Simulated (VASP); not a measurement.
AlRu: single point with PBEsol

The system is AlRu.

```
CELL_PARAMETERS angstrom
2.99160 0.00000 0.00000
0.00000 2.99160 0.00000
0.00000 0.00000 3.05143
ATOMIC_POSITIONS crystal
Al 0.00000 0.00000 0.00000
Ru 0.50000 0.50000 0.50000
```

This cell differs from its parent crystal: zz strain of +2 %.

- Program: VASP 6.6.1
- Task: single point
- Functional: PBEsol
- Potentials or basis: VASP PAW PBE potentials, release 64 (Al, Ru_pv)
- Cutoff: 520 eV
- k mesh: 12 × 12 × 12
- Occupations: fermi-dirac, width 0.05 eV
- Spin: no spin polarisation
- Dipole correction: no
- Further INCAR settings: ALGO = Normal; EDIFF = 1e-06; NBANDS = 16

| Item | Value |
| --- | --- |
| Pressure | -7.2 GPa |

Stress tensor (GPa, compression positive):
```
-6.07  0.00  0.00
 0.00 -6.07  0.00
 0.00  0.00 -9.38
```

Levels at points of the mesh, in eV from the Fermi level:
| k point | band 7 | band 8 | band 9 | band 10 | band 11 | band 12 |
| --- | --- | --- | --- | --- | --- | --- |
| (0.00, 0.00, 0.00) | 0.15 | 0.15 | 0.27 | 5.59 | 6.18 | 6.18 |
| (0.50, 0.00, 0.00) | -1.71 | -1.48 | 0.41 | 2.33 | 7.45 | 10.56 |
| (0.50, 0.50, 0.00) | -1.27 | -1.24 | -1.24 | 1.57 | 5.33 | 6.16 |
| (0.00, 0.00, 0.50) | -1.47 | -1.47 | 0.49 | 1.99 | 7.48 | 11.07 |
| (0.50, 0.00, 0.50) | -1.31 | -1.09 | -1.03 | 1.44 | 5.07 | 6.04 |
| (0.50, 0.50, 0.50) | 1.50 | 1.65 | 2.49 | 3.98 | 4.10 | 4.10 |

Wall time 79 s on 1 thread of Intel Xeon 8259CL (shared host), peak memory 0.2 GiB.

Caveat: the cell differs from its parent crystal (zz strain of +2 %); the PAW data sets were made with another functional, which shifts forces and pressure a little.
